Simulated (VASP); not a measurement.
# Te2Pd3Ru (P-3m1) in VASP: notebook, part 2 of 2

VASP 6.6.1. The steps go on from the part before.

**3. Single point, PBE**

This run uses another cell than the first one, of 21.65 Å³/atom, 1.209 times its volume.

INCAR reads:

```
ALGO = Normal
EDIFF = 1E-7
ENCUT = 520
GGA = PE
ISIF = 2
ISMEAR = 0
LASPH = T
LCHARG = F
LREAL = F
LWAVE = F
NBANDS = 37
NELM = 100
PREC = Accurate
SIGMA = 0.1
```

KPOINTS reads:

```
k-points
0
Gamma
  6 6 2
```

POSCAR reads:

```
Te2Pd3Ru
1.0
    3.9320778000      0.0000000000      0.0000000000
   -1.9660389000      3.4052792700      0.0000000000
    0.0000000000      0.0000000000      9.6998999100
Te Ru Pd
2 1 3
Direct
    0.3333333300      0.6666666700      0.6686666600
    0.6666666700      0.3333333300      0.3313333400
    0.0000000000      0.0000000000      0.0000000000
    0.3333333300      0.6666666700      0.1657571800
    0.6666666700      0.3333333300      0.8342428200
    0.0000000000      0.0000000000      0.5000000000
```

Potentials or basis: VASP PAW PBE potentials, release 64 (Te, Ru_pv, Pd).

The run is started by

```sh
cat potpaw_PBE.64/Te/POTCAR potpaw_PBE.64/Ru_pv/POTCAR potpaw_PBE.64/Pd/POTCAR > POTCAR
mpirun -np 1 vasp_std > vasp.out
```

OUTCAR:

```text
EDIFF = 1E-7
   ENCUT = 520
   GGA = PE
   ISIF = 2
   ISMEAR = 0
   LASPH = T
   LREAL = F
   NELM = 100
   PREC = Accurate

 ion  position               nearest neighbor table
   1  0.333  0.667  0.669-   5 2.78   5 2.78   5 2.78   6 2.80   6 2.80   6 2.80
   2  0.667  0.333  0.331-   4 2.78   4 2.78   4 2.78   6 2.80   6 2.80   6 2.80
   3  0.000  0.000  0.000-   4 2.78   5 2.78   5 2.78   4 2.78   5 2.78   4 2.78
   4  0.333  0.667  0.166-   2 2.78   2 2.78   2 2.78   3 2.78   3 2.78   3 2.78
   5  0.667  0.333  0.834-   1 2.78   1 2.78   1 2.78   3 2.78   3 2.78   3 2.78
   6  0.000  0.000  0.500-   1 2.80   2 2.80   2 2.80   1 2.80   2 2.80   1 2.80

  LATTYP: Found a hexagonal cell.
 ALAT       =     3.9320778000
 C/A-ratio  =     2.4668636796

  Lattice vectors:

 A1 = (   3.9320778000,   0.0000000000,   0.0000000000)
 A2 = (  -1.9660389000,   3.4052792700,   0.0000000000)
 A3 = (   0.0000000000,   0.0000000000,   9.6998999100)

Analysis of symmetry for initial positions (statically):
=====================================================================
 Subroutine PRICEL returns:
 Original cell was already a primitive cell.

 Routine SETGRP: Setting up the symmetry group for a
 hexagonal supercell.

 Subroutine GETGRP returns: Found 12 space group operations
 (whereof 12 operations were pure point group operations)
 out of a pool of 24 trial point group operations.

The static configuration has the point symmetry D_3d.

Analysis of symmetry for dynamics (positions and initial velocities):
=====================================================================
 Subroutine PRICEL returns:
 Original cell was already a primitive cell.

 Routine SETGRP: Setting up the symmetry group for a
 hexagonal supercell.

 Subroutine GETGRP returns: Found 12 space group operations
 (whereof 12 operations were pure point group operations)
 out of a pool of 24 trial point group operations.

The dynamic configuration has the point symmetry D_3d.

[... 117 lines left out ...]
  Fermi-wavevector in a.u.,A,eV,Ry     =   1.236773  2.337163 20.811587  1.529608
  Thomas-Fermi vector in A             =   2.371368
   LORBIT       =      0    0 simple, 1 ext, 2 COOP (PROOUT), +10 PAW based schemes
   GGA     = PE    functional components
   LHFCALC =     F    Hartree Fock is set to
   AEXX    =    0.0000 exact exchange contribution
   IVDW    =     0    specifies the selected vdW correction
   LEPSILON=     F    determine dielectric tensor
   LRPA    =     F    only Hartree local field effects (RPA)
 non-spin polarized calculation
 Gauss-broadening in eV      SIGMA  =   0.10
  energy-cutoff  :      520.00
  volume of cell :      129.88
 maximum number of plane-waves:      3528
 NGX is ok and might be reduce to    30
   NGX = 15   NGY = 15   NGZ = 37

 number of electron      55.9999989 magnetization

 Free energy of the ion-electron system (eV)
  ---------------------------------------------------
  ext. energy  EPLUGINS =         0.00000000
  ---------------------------------------------------
  free energy    TOTEN  =       -29.11009836 eV

  energy without entropy =      -29.03895039  energy(sigma->0) =      -29.07452438

 E-fermi :   7.5640     XC(G=0): -11.0523

 val. band max:        7.5634008708   @ k =   0.5000   0.0000   0.0000
 cond. band min:       7.5728598896   @ k =   0.3333   0.0000   0.5000
 fundamental gap:      0.0094590188
 Fermi energy:         7.5639563011

 k-point     1 :       0.0000    0.0000    0.0000
  band No.  band energies     occupation
      1     -34.3499      2.00000
      2     -34.2982      2.00000
      3     -34.2982      2.00000
      4      -5.0816      2.00000
      5      -4.3062      2.00000
      6       1.5989      2.00000
[... 549 lines left out ...]
     36      14.5578      0.00000
     37      14.5578      0.00000

------------------------ aborting loop because EDIFF is reached ----------------------------------------

  FORCE on cell =-STRESS in cart. coord.  units (eV):
  Direction    XX          YY          ZZ          XY          YZ          ZX
  --------------------------------------------------------------------------------------
  -------------------------------------------------------------------------------------
  Total       -4.9731018     -4.9731018     -6.5046873      0.0000000     -0.0000000      0.0000000
  in kB      -61.3473553    -61.3473555    -80.2407389      0.0000000     -0.0000000      0.0000000
  external PRESSURE =     -67.6451499 kB  Pullay stress =       0.0000000 kB

 VOLUME and BASIS-vectors are now :
 -----------------------------------------------------------------------------
  energy-cutoff  :      520.00
  volume of cell :      129.88
      direct lattice vectors                 reciprocal lattice vectors
     3.932077800  0.000000000  0.000000000     0.254318467  0.146830835  0.000000000
    -1.966038900  3.405279270  0.000000000     0.000000000  0.293661671  0.000000000
     0.000000000  0.000000000  9.699899910     0.000000000  0.000000000  0.103093847

 POSITION                                       TOTAL-FORCE (eV/Angst)
 -----------------------------------------------------------------------------------
     -0.00000      2.27019      6.48600        -0.000000      0.000000      0.493713
      1.96604      1.13509      3.21390         0.000000     -0.000000     -0.493713
      0.00000      0.00000      0.00000         0.000000      0.000000     -0.000000
     -0.00000      2.27019      1.60783         0.000000      0.000000     -1.209788
      1.96604      1.13509      8.09207        -0.000000     -0.000000      1.209788
      0.00000      0.00000      4.84995         0.000000      0.000000     -0.000000
 -----------------------------------------------------------------------------------
    total drift:                                0.000000      0.000000      0.000000

  FREE ENERGIE OF THE ION-ELECTRON SYSTEM (eV)
  ---------------------------------------------------
  free  energy   TOTEN  =       -29.1100983639 eV

  energy  without entropy=      -29.0389503904  energy(sigma->0) =      -29.07452438
```

OSZICAR:

```text
N       E                     dE             d eps       ncg     rms          rms(c)
DAV:   1     0.356679852995E+03    0.35668E+03   -0.27718E+04  1148   0.139E+03
DAV:   2    -0.143945478324E+02   -0.37107E+03   -0.35737E+03  1130   0.316E+02
DAV:   3    -0.295317965278E+02   -0.15137E+02   -0.14710E+02  1211   0.597E+01
DAV:   4    -0.298004256446E+02   -0.26863E+00   -0.26808E+00  1179   0.796E+00
DAV:   5    -0.298076364258E+02   -0.72108E-02   -0.72102E-02  1217   0.133E+00    0.131E+01
DAV:   6    -0.292369959626E+02    0.57064E+00   -0.29789E+00  1112   0.113E+01    0.820E+00
DAV:   7    -0.301276888786E+02   -0.89069E+00   -0.70732E+00  1179   0.154E+01    0.103E+01
DAV:   8    -0.293532969973E+02    0.77439E+00   -0.11471E+01  1148   0.131E+01    0.566E+00
DAV:   9    -0.291646693559E+02    0.18863E+00   -0.19446E+00  1086   0.664E+00    0.259E+00
DAV:  10    -0.291149391090E+02    0.49730E-01   -0.19112E-01  1069   0.406E+00    0.139E+00
DAV:  11    -0.291108299965E+02    0.41091E-02   -0.18757E-02  1134   0.842E-01    0.576E-01
DAV:  12    -0.291101729640E+02    0.65703E-03   -0.14348E-03  1167   0.205E-01    0.259E-01
DAV:  13    -0.291101027244E+02    0.70240E-04   -0.25978E-04  1152   0.995E-02    0.383E-02
DAV:  14    -0.291100981565E+02    0.45679E-05   -0.19675E-05  1121   0.259E-02    0.124E-02
DAV:  15    -0.291100977214E+02    0.43517E-06   -0.42270E-06  1186   0.161E-02    0.612E-03
DAV:  16    -0.291100980578E+02   -0.33641E-06   -0.11728E-06  1112   0.980E-03    0.266E-03
DAV:  17    -0.291100984095E+02   -0.35174E-06   -0.11453E-07   613   0.202E-03    0.139E-03
DAV:  18    -0.291100983639E+02    0.45630E-07   -0.28190E-08   563   0.127E-03
   1 F= -.29110098E+02 E0= -.29074524E+02  d E =-.711480E-01
```

stdout:

```text
POSCAR found type information on POSCAR TeRuPd
 POSCAR found :  3 types and       6 ions
 scaLAPACK will be used
 LDA part: xc-table for (Slater+PW92), standard interpolation
 POSCAR, INCAR and KPOINTS ok, starting setup
 FFT: planning ... GRIDC
 FFT: planning ... GRID_SOFT
 FFT: planning ... GRID
 WAVECAR not read
 entering main loop
```

It took 80 s on 1 thread of AMD EPYC 7R13 (Zen 3), shared host; peak memory 0.24 GiB.

Results:

* Free energy: -29.1101 eV
* Pressure: -6.8 GPa
* Largest force: 1.210 eV/Å
* Band gap on the k mesh: zero (band 28 reaches 7.97 eV, above the bottom of band 29 at 7.30 eV)

Forces on the atoms (eV/Å):
```
Te   0.000  0.000  0.494
Te   0.000  0.000 -0.494
Ru   0.000  0.000  0.000
Pd   0.000  0.000 -1.210
Pd   0.000  0.000  1.210
Pd   0.000  0.000  0.000
```

Caveat: spin-orbit coupling is left out, which moves the levels of the heavy elements; forces of over 1 eV/Å act on the atoms, so gaps and moduli don't describe the material at rest.

**4. Single point, PBE**

This run uses another cell than the first one, of 18.01 Å³/atom, 1.006 times its volume.

INCAR reads:

```
SYSTEM = Te2Pd3Ru
ALGO = Fast
EDIFF = 1E-6
ENCUT = 520
GGA = PE
ISIF = 2
ISMEAR = 0
LASPH = .TRUE.
LCHARG = .FALSE.
LREAL = .FALSE.
LWAVE = .FALSE.
NBANDS = 37
NELM = 60
PREC = Accurate
SIGMA = 0.1
```

KPOINTS reads:

```
k-points
0
G
  6 6 4
  0 0 0
```

POSCAR reads:

```
Te2Pd3Ru
1.0
    4.6023064659      0.0000000000      0.0000000000
   -2.3011532329      3.9857143155      0.0000000000
    0.0000000000      0.0000000000      5.8919687453
Te Ru Pd
2 1 3
Direct
    0.3333333333      0.6666666667      0.7442501065
    0.6666666667      0.3333333333      0.2557498935
    0.0000000000      0.0000000000      0.0000000000
    0.3333333333      0.6666666667      0.2081623726
    0.6666666667      0.3333333333      0.7918376274
    0.0000000000      0.0000000000      0.5000000000
```

The run is started by

```sh
cat potpaw_PBE.64/Te/POTCAR potpaw_PBE.64/Ru_pv/POTCAR potpaw_PBE.64/Pd/POTCAR > POTCAR
mpirun -np 1 vasp_std > vasp.out
```

Wall time 2 min (1 thread of AMD EPYC 7R13 (Zen 3), shared host); peak memory 0.26 GiB.

The run converged. Its results:

```yaml
Free_energy: -30.8443 eV
Pressure: -0.1 GPa
Band_gap_on_the_k_mesh: zero (band 28 reaches 11.61 eV, above the bottom of band 29 at 10.13 eV)
```

Forces on the atoms (eV/Å):
```
Te   0.000  0.000 -0.002
Te   0.000  0.000  0.002
Ru   0.000  0.000  0.000
Pd   0.000  0.000 -0.002
Pd   0.000  0.000  0.002
Pd   0.000  0.000  0.000
```

Stress tensor (GPa, compression positive):
```
-0.15  0.00  0.00
 0.00 -0.15  0.00
 0.00  0.00 -0.04
```

Levels at points of the mesh, in eV from the Fermi level:
```csv
k point,band 24,band 25,band 26,band 27,band 28,band 29,band 30,band 31,band 32,band 33
"(0.00, 0.00, 0.00)",-0.49,-0.44,-0.44,0.23,0.37,0.67,0.67,0.79,1.96,1.96
"(0.50, 0.00, 0.00)",-1.40,-1.11,-1.07,-0.71,-0.51,-0.14,0.84,2.00,2.75,3.07
"(0.00, 0.00, 0.50)",-1.31,-0.72,-0.72,-0.66,1.19,1.19,1.66,1.66,2.92,3.05
"(0.50, 0.00, 0.50)",-1.17,-0.87,-0.84,-0.52,-0.24,-0.08,1.09,1.34,2.84,2.97
```

Caveat: spin-orbit coupling is left out, which moves the levels of the heavy elements.

**5. Summary**

| cell | k mesh | gap on the mesh (eV) | pressure (GPa) | largest force (eV/Å) |
| --- | --- | --- | --- | --- |
| a = 4.633, b = 4.633, c = 5.781 Å, angles 90.0, 90.0, 120.0°, 6 atoms | 6 × 6 × 2 | none | -0.1 | 0.03 |
| a = 3.932, b = 3.932, c = 9.700 Å, angles 90.0, 90.0, 120.0°, 6 atoms | 6 × 6 × 2 | none | -6.8 | 1.21 |
| a = 4.602, b = 4.602, c = 5.892 Å, angles 90.0, 90.0, 120.0°, 6 atoms | 6 × 6 × 4 | none | -0.1 | - |

Alike in all rows: task single point; level PBE; potentials or basis VASP PAW PBE potentials, release 64 (Te, Ru_pv, Pd); no spin polarisation; cutoff (eV) 520; smearing gaussian 0.1 eV.

Caveats: some runs use coarse meshes; spin-orbit coupling is left out, which moves the levels of the heavy elements; forces of over 1 eV/Å act on the atoms, so gaps and moduli don't describe the material at rest (some runs).

Total energies depend on the potentials used, so only differences within one code and one set of settings carry meaning.
